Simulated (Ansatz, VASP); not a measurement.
**Os: VASP beside Ansatz**

```
CELL_PARAMETERS angstrom
2.89815 0.00000 0.00000
-1.44907 2.22573 0.00000
0.00000 0.00000 4.31970
ATOMIC_POSITIONS crystal
Os 0.33333 0.66667 0.25000
Os 0.66667 0.33333 0.75000
```

Change from the starting cell: strain +0.0600 x Voigt [1, -1, 0, 0, 0, 0], atoms carried along.

Alike in both runs: task single point; functional PBE; k mesh 18 × 18 × 12; occupations gaussian, width 0.15 eV; no spin polarisation.

|  | VASP | Ansatz |
| --- | --- | --- |
| version | VASP 6.6.1 | Ansatz 0.2.0 |
| potentials or method | VASP PAW PBE potentials, release 64 (Os), cutoff 520 eV | scalar-relativistic, plane waves, PAW |
| valence electrons in the cell | 16 | 32 |

```tsv
	VASP	Ansatz	Ansatz less VASP
gap on the k mesh at the Fermi level (eV)	none	none	-
pressure (GPa)	14.6	14.5	-0.11
traceless stress, the component that is largest in VASP (GPa)	30.80	30.96	+0.158
rms of the force components (eV/Å)	0.228	0.234	+0.0056
```

Atom by atom the forces differ by 0.006 eV/Å (rms over components). A gap of «none» marks a metal or a gap that the smearing closes. VASP's potentials hold 16 valence electrons a cell and Ansatz's 32, so a difference there can come from the potentials and not from the codes.

Spin-orbit coupling is off throughout.
